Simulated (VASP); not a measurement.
# Si (Fd-3m) in VASP: notebook

Si is run at these levels: LDA; tasks: vibrations by perturbation theory.

Everything below comes from runs of VASP 6.6.1. Logs are shortened: lines on timing, memory, paths and dates and some standing lists are left out, and cuts for length are marked.

**1. The cell of the first run**

Symmetry: Fd-3m, No. 227, cubic system. Conventional cell: a = 5.350 Å, b = 5.350 Å, c = 5.350 Å, α = 90.00°, β = 90.00°, γ = 90.00°. Si (site symmetry -43m) has 4 Si at 2.32 Å within 3.1 Å.

**2. Vibrations by perturbation theory, LDA**

INCAR reads:

```
PREC = Accurate ; ENCUT = 520
EDIFF = 1E-8 ; ISMEAR = 0
SIGMA = 0.01 ; LREAL = False
LASPH = True ; NELM = 100
ALGO = Normal ; ISIF = 2
LWAVE = False ; LCHARG = True
NBANDS = 11 ; IBRION = 8
NSW = 1 ; LEPSILON = True
```

KPOINTS reads:

```
Automatic mesh
0
Gamma
  12 12 12
```

POSCAR reads:

```
Si
1.0
    0.0000000000      2.6749058446      2.6749058446
    2.6749058446      0.0000000000      2.6749058446
    2.6749058446      2.6749058446      0.0000000000
Si
2
Direct
    0.5000000000      0.5000000000      0.5000000000
    0.7500000000      0.7500000000      0.7500000000
```

Potentials or basis: VASP PAW LDA potentials, release 64 (Si).

Launch:

```bash
> cat potpaw_LDA.64/Si/POTCAR > POTCAR
> mpirun -np 1 vasp_std > vasp.out
```

OUTCAR:

```text
PREC = Accurate
   ENCUT = 520
   EDIFF = 1E-8
   ISMEAR = 0
   LREAL = False
   LASPH = True
   NELM = 100
   ISIF = 2
   IBRION = 8
   NSW = 1
   LEPSILON = True

 ion  position               nearest neighbor table
   1  0.500  0.500  0.500-   2 2.32   2 2.32   2 2.32   2 2.32
   2  0.750  0.750  0.750-   1 2.32   1 2.32   1 2.32   1 2.32

  LATTYP: Found a face centered cubic cell.
 ALAT       =     5.3498116892

  Lattice vectors:

 A1 = (   0.0000000000,   2.6749058446,   2.6749058446)
 A2 = (   2.6749058446,   0.0000000000,   2.6749058446)
 A3 = (   2.6749058446,   2.6749058446,   0.0000000000)

Analysis of symmetry for initial positions (statically):
=====================================================================
 Subroutine PRICEL returns:
 Original cell was already a primitive cell.

 Routine SETGRP: Setting up the symmetry group for a
 face centered cubic supercell.

 Subroutine GETGRP returns: Found 48 space group operations
 (whereof 24 operations were pure point group operations)
 out of a pool of 48 trial point group operations.

The static configuration has the point symmetry T_d .
 The point group associated with its full space group is O_h .

Analysis of symmetry for dynamics (positions and initial velocities):
=====================================================================
 Subroutine PRICEL returns:
 Original cell was already a primitive cell.

 Routine SETGRP: Setting up the symmetry group for a
 face centered cubic supercell.

 Subroutine GETGRP returns: Found 48 space group operations
 (whereof 24 operations were pure point group operations)
 out of a pool of 48 trial point group operations.

The dynamic configuration has the point symmetry T_d .
 The point group associated with its full space group is O_h .

 Subroutine INISYM returns: Found 48 space group operations
 (whereof 24 operations are pure point group operations),
 and found     1 'primitive' translations

----------------------------------------------------------------------------------------

                                     Primitive cell

  volume of cell :      38.2786

  direct lattice vectors                    reciprocal lattice vectors
     0.000000000  2.674905845  2.674905845    -0.186922467  0.186922467  0.186922467
     2.674905845  0.000000000  2.674905845     0.186922467 -0.186922467  0.186922467
     2.674905845  2.674905845  0.000000000     0.186922467  0.186922467 -0.186922467

  length of vectors
     3.782888124  3.782888124  3.782888124     0.323759210  0.323759210  0.323759210

  position of ions in fractional coordinates (direct lattice)
     0.500000000  0.500000000  0.500000000
     0.750000000  0.750000000  0.750000000

  ion indices of the primitive-cell ions
   primitive index   ion index
                 1           1
                 2           2

----------------------------------------------------------------------------------------

 KPOINTS: Automatic mesh

Automatic generation of k-mesh.
 Grid dimensions read from file:
 generate k-points for:   12   12   12

 Generating k-lattice:

  Cartesian coordinates                     Fractional coordinates (reciprocal lattice)
    -0.015576872  0.015576872  0.015576872     0.083333333  0.000000000  0.000000000
[... 478 lines left out ...]
          14.133217    -0.000000     0.000000
           0.000000    14.133217    -0.000000
           0.000000     0.000000    14.133217
 ------------------------------------------------------

 Free energy of the ion-electron system (eV)
  ---------------------------------------------------
  ---------------------------------------------------
  free energy    TOTEN  =        -1.38097688 eV

  energy without entropy =       -1.38097688

------------------------ aborting loop because EDIFF is reached ----------------------------------------

--------------------------------------- Ionic step        2  -------------------------------------------

------------------------ aborting loop because EDIFF is reached ----------------------------------------

--------------------------------------- Ionic step        3  -------------------------------------------

------------------------ aborting loop because EDIFF is reached ----------------------------------------

 PIEZOELECTRIC TENSOR FIELD DIRECTION 3  (e Angst)
 -----------------------------------------------------------------------------
     0.00125  0.00000  0.00000           (  0.00000 -0.00000  0.00000)
    -0.00000  0.00125  0.00000           ( -0.00000  0.00000  0.00000)
     0.00000  0.00000 -0.00728           (  0.00000  0.00000  0.00000)

 PIEZOELECTRIC TENSOR FIELD DIRECTION 3  (C/m^2)
 -----------------------------------------------------------------------------
     0.00052  0.00000  0.00000
    -0.00000  0.00052  0.00000
     0.00000  0.00000 -0.00305

--------------------------------------- Ionic step        4  -------------------------------------------

 Free energy of the ion-electron system (eV)
  ---------------------------------------------------
  ---------------------------------------------------
  free energy    TOTEN  =        -0.01783080 eV

  energy without entropy =       -0.01783080

------------------------ aborting loop because EDIFF is reached ----------------------------------------

 INTERNAL STRAIN TENSOR  FOR ION    1  DIRECTION 1   (eV/Angst):
 -----------------------------------------------------------------------------
    -0.00696  0.00000  0.00000
     0.00000  0.00422 10.99319
     0.00000 10.99319  0.00422

 MACROSCOPIC STATIC DIELECTRIC TENSOR (including local field effects in DFT)
 ------------------------------------------------------
          13.339325     0.000000     0.000000
           0.000000    13.339325     0.000000
          -0.000000     0.000000    13.339325
 ------------------------------------------------------

 PIEZOELECTRIC TENSOR (including local field effects)  for field in x, y, z        (e  Angst)
          XX          YY          ZZ          XY          YZ          ZX
  --------------------------------------------------------------------------------
  x     0.00000    -0.00000    -0.00000     0.00000     0.00000     0.00000
  y    -0.00000     0.00000    -0.00000     0.00000     0.00000     0.00000
  z     0.00000     0.00000     0.00000     0.00000     0.00000     0.00000

 PIEZOELECTRIC TENSOR (including local field effects)  for field in x, y, z        (C/m^2)
          XX          YY          ZZ          XY          YZ          ZX
  --------------------------------------------------------------------------------
  x     0.00000    -0.00000    -0.00000     0.00000     0.00000     0.00000
  y    -0.00000     0.00000    -0.00000     0.00000     0.00000     0.00000
  z     0.00000     0.00000     0.00000     0.00000     0.00000     0.00000

 BORN EFFECTIVE CHARGES (including local field effects) (in |e|, cummulative output)
 ---------------------------------------------------------------------------------
 ion    1
    1    -0.00000     0.00000     0.00000
    2     0.00000    -0.00000     0.00000
    3    -0.00000     0.00000    -0.00000
 ion    2
    1     0.00000    -0.00000    -0.00000
    2     0.00000     0.00000     0.00000
    3     0.00000    -0.00000     0.00000

 INTERNAL STRAIN TENSOR FOR ION    2 for displacements in x,y,z  (eV/Angst):
          X           Y           Z          XY          YZ          ZX
  --------------------------------------------------------------------------------
  x     0.00000    -0.00000    -0.00000     0.00000   -10.99319     0.00000
  y    -0.00000     0.00000    -0.00000     0.00000     0.00000   -10.99319
  z    -0.00000    -0.00000     0.00000   -10.99319     0.00000     0.00000

 SECOND DERIVATIVES (NOT SYMMETRIZED)
 ------------------------------------
               1X          1Y          1Z          2X          2Y          2Z
  1X   -14.404729    0.000000    0.000000   14.404729    0.000000    0.000000
  1Y     0.000000  -14.404729    0.000000    0.000000   14.404729    0.000000
  1Z     0.000000    0.000000  -14.404729    0.000000    0.000000   14.404729
  2X    14.404729    0.000000    0.000000  -14.404729    0.000000    0.000000
  2Y     0.000000   14.404729    0.000000    0.000000  -14.404729    0.000000
  2Z     0.000000    0.000000   14.404729    0.000000    0.000000  -14.404729

 Eigenvectors and eigenvalues of the dynamical matrix
 ----------------------------------------------------

   1 f  =   15.833650 THz    99.485760 2PiTHz  528.153728 cm-1    65.482687 meV
             X         Y         Z           dx          dy          dz
      2.674906  2.674906  2.674906     0.000000   -0.707107    0.000000
      4.012359  4.012359  4.012359     0.000000    0.707107    0.000000
[... 21 lines left out ...]
   6 f  =    0.000000 THz     0.000000 2PiTHz    0.000000 cm-1     0.000000 meV
             X         Y         Z           dx          dy          dz
      2.674906  2.674906  2.674906     0.000000    0.000000    0.707107
      4.012359  4.012359  4.012359     0.000000    0.000000    0.707107

--------------------------------------------------------------------------------------------------------

 MACROSCOPIC STATIC DIELECTRIC TENSOR IONIC CONTRIBUTION
 ------------------------------------------------------
           0.000000    -0.000000    -0.000000
          -0.000000     0.000000    -0.000000
          -0.000000    -0.000000     0.000000
 ------------------------------------------------------

 ELASTIC MODULI CONTR FROM IONIC RELAXATION (kBar)
 Direction    XX          YY          ZZ          XY          YZ          ZX
 --------------------------------------------------------------------------------
 XX          -0.0000     -0.0000     -0.0000     -0.0000      0.0000     -0.0000
 YY          -0.0000     -0.0000     -0.0000     -0.0000     -0.0000      0.0000
 ZZ          -0.0000     -0.0000     -0.0000      0.0000     -0.0000     -0.0000
 XY          -0.0000     -0.0000      0.0000   -351.1542      0.0000      0.0000
 YZ           0.0000     -0.0000     -0.0000      0.0000   -351.1542      0.0000
 ZX          -0.0000      0.0000     -0.0000      0.0000      0.0000   -351.1542
 --------------------------------------------------------------------------------

 PIEZOELECTRIC TENSOR IONIC CONTR  for field in x, y, z        (C/m^2)
          XX          YY          ZZ          XY          YZ          ZX
  --------------------------------------------------------------------------------
  x     0.00000    -0.00000    -0.00000     0.00000    -0.00000     0.00000
  y    -0.00000     0.00000    -0.00000     0.00000     0.00000    -0.00000
  z    -0.00000    -0.00000    -0.00000    -0.00000    -0.00000     0.00000
```

It took 5.2 min on 1 thread of Intel Xeon Platinum 8375C at 2.90GHz (Ice Lake), shared host; peak memory 0.34 GiB.

What came out:

- Electronic dielectric tensor (diagonal): 13.34
- Born charges (mean of the diagonal): Si +0.00 e
- Highest phonon frequency at Γ: 528 cm⁻¹

Phonon frequencies in cm⁻¹ (negative: imaginary):
| q point | frequencies |
| --- | --- |
| (0.000, 0.000, 0.000) | 0 0 0 528 528 528 |

Electronic dielectric tensor:
```
13.34  0.00  0.00
 0.00 13.34  0.00
 0.00  0.00 13.34
```

Born effective charge tensors (e):
atom 1, Si
```
0.00 0.00 0.00
0.00 0.00 0.00
0.00 0.00 0.00
```
atom 2, Si
```
0.00 0.00 0.00
0.00 0.00 0.00
0.00 0.00 0.00
```

Caveat: the cell wasn't relaxed at this level first, which shifts response properties.

**3. Vibrations by perturbation theory, LDA (phonons at volume x 0.98)**

INCAR reads:

```
SYSTEM = Si
PREC = Accurate ; ENCUT = 520
EDIFF = 1E-8 ; ISMEAR = 0
SIGMA = 0.01 ; LREAL = .False.
LASPH = .True. ; NELM = 80
ALGO = Normal ; ISIF = 2
LWAVE = .False. ; LCHARG = .False.
IBRION = 8 ; NSW = 1
LEPSILON = .True.
```

KPOINTS reads:

```
regular mesh
0
Gamma
  12 12 12
  0 0 0
```

POSCAR reads:

```
Si
1.0
    0.0000000000      2.6828457042      2.6828457042
    2.6828457042      0.0000000000      2.6828457042
    2.6828457042      2.6828457042      0.0000000000
Si
2
Direct
    0.5000000000      0.5000000000      0.5000000000
    0.7500000000      0.7500000000      0.7500000000
```

Potentials or basis: VASP PAW LDA potentials, release 64 (Si).

Launch:

```bash
> cat potpaw_LDA.64/Si/POTCAR > POTCAR
> mpirun -np 1 vasp_std > vasp.out
```

OUTCAR:

```text
SYSTEM = Si
   PREC = Accurate
   ENCUT = 520
   EDIFF = 1E-8
   ISMEAR = 0
   LREAL = .False.
   LASPH = .True.
   NELM = 80
   ISIF = 2
   IBRION = 8
   NSW = 1
   LEPSILON = .True.

 ion  position               nearest neighbor table
   1  0.500  0.500  0.500-   2 2.32   2 2.32   2 2.32   2 2.32
   2  0.750  0.750  0.750-   1 2.32   1 2.32   1 2.32   1 2.32

  LATTYP: Found a face centered cubic cell.
 ALAT       =     5.3656914084

[... 587 lines left out ...]
      4.024269  4.024269  4.024269     0.000000    0.707107    0.000000
[... 21 lines left out ...]
   6 f  =    0.000000 THz     0.000000 2PiTHz    0.000000 cm-1     0.000000 meV
             X         Y         Z           dx          dy          dz
      2.682846  2.682846  2.682846     0.000000    0.000000    0.707107
      4.024269  4.024269  4.024269     0.000000    0.000000    0.707107

--------------------------------------------------------------------------------------------------------

 MACROSCOPIC STATIC DIELECTRIC TENSOR IONIC CONTRIBUTION
 ------------------------------------------------------
           0.000000    -0.000000     0.000000
          -0.000000     0.000000     0.000000
           0.000000     0.000000     0.000000
 ------------------------------------------------------

 ELASTIC MODULI CONTR FROM IONIC RELAXATION (kBar)
 Direction    XX          YY          ZZ          XY          YZ          ZX
 --------------------------------------------------------------------------------
 XX          -0.0000     -0.0000     -0.0000     -0.0000     -0.0000     -0.0000
 YY          -0.0000     -0.0000     -0.0000     -0.0000     -0.0000     -0.0000
 ZZ          -0.0000     -0.0000     -0.0000     -0.0000     -0.0000     -0.0000
 XY          -0.0000     -0.0000     -0.0000   -327.8956      0.0000      0.0000
 YZ          -0.0000     -0.0000     -0.0000      0.0000   -327.8956      0.0000
 ZX          -0.0000     -0.0000     -0.0000      0.0000      0.0000   -327.8956
 --------------------------------------------------------------------------------

 PIEZOELECTRIC TENSOR IONIC CONTR  for field in x, y, z        (C/m^2)
          XX          YY          ZZ          XY          YZ          ZX
  --------------------------------------------------------------------------------
  x     0.00000     0.00000     0.00000    -0.00000     0.00000     0.00000
  y     0.00000    -0.00000     0.00000     0.00000    -0.00000     0.00000
  z     0.00000     0.00000     0.00000     0.00000     0.00000     0.00000
```

OSZICAR:

```text
N       E                     dE             d eps       ncg     rms          rms(c)
DAV:   1     0.885235634223E+01    0.88524E+01   -0.35162E+03  1152   0.821E+02
DAV:   2    -0.119232052822E+02   -0.20776E+02   -0.20158E+02  1776   0.886E+01
DAV:   3    -0.121988355677E+02   -0.27563E+00   -0.27563E+00  1456   0.134E+01
DAV:   4    -0.122001760231E+02   -0.13405E-02   -0.13405E-02  1904   0.104E+00
[... 137 lines left out ...]
RMM:   8    -0.177983562592E-01   -0.30264E-06    0.99707E-08  7784   0.932E-05    0.277E-05
RMM:   9    -0.177983370905E-01    0.19169E-07    0.49371E-08  7941   0.342E-05    0.579E-06
RMM:  10    -0.177983687944E-01   -0.31704E-07    0.72607E-09  7946   0.185E-05    0.258E-06
RMM:  11    -0.177983555048E-01    0.13290E-07    0.12394E-08  7221   0.135E-05    0.321E-07
RMM:  12    -0.177983568268E-01   -0.13220E-08    0.55926E-10  4482   0.115E-05    0.141E-07
 Linear response finished
```

stdout:

```text
POSCAR found type information on POSCAR Si
 POSCAR found :  1 types and       2 ions
 scaLAPACK will be used
 LDA part: xc-table for (Slater(with rela. corr.)+CA(PZ))
 , standard interpolation
 POSCAR, INCAR and KPOINTS ok, starting setup
 FFT: planning ... GRIDC
 FFT: planning ... GRID_SOFT
 FFT: planning ... GRID
 WAVECAR not read
[... 20 lines left out ...]
 Linear response to external field, progress :
  Direction:   2
 dielectric tensor                  component  2 :     5.679    13.363    -0.136
 Linear response to external field, progress :
  Direction:   3
 dielectric tensor                  component  3 :     1.049     4.371    13.363
 Linear response DOF=           1
 Linear response progress:
 first order change of Fermi-energy   0.81635E-04
 force on displaced ion       1 direction 1 : -14.153   0.000   0.000
 Born effective charge ion    1 direction 1 :  -0.008   0.000   0.000
 Born effective charges drift removed
 Linear response finished
```

Wall time 3.9 min (1 thread of Intel Xeon Platinum 8375C at 2.90GHz (Ice Lake), shared host); peak memory 0.3 GiB.

Results:

| Item | Value |
| --- | --- |
| Electronic dielectric tensor (diagonal) | 13.36 |
| Born charges (mean of the diagonal) | Si +0.00 e |
| Highest phonon frequency at Γ | 524 cm⁻¹ |

Phonon frequencies in cm⁻¹ (negative: imaginary):
| q point | frequencies |
| --- | --- |
| (0.000, 0.000, 0.000) | 0 0 0 524 524 524 |

Electronic dielectric tensor:
```
13.36  0.00  0.00
 0.00 13.36  0.00
 0.00  0.00 13.36
```

Born effective charge tensors (e):
atom 1, Si
```
0.00 0.00 0.00
0.00 0.00 0.00
0.00 0.00 0.00
```
atom 2, Si
```
0.00 0.00 0.00
0.00 0.00 0.00
0.00 0.00 0.00
```

Caveat: the cell differs from its parent crystal (phonons at volume x 0.98); the cell wasn't relaxed at this level first, which shifts response properties.

(Part 1 of 2 ends here.)
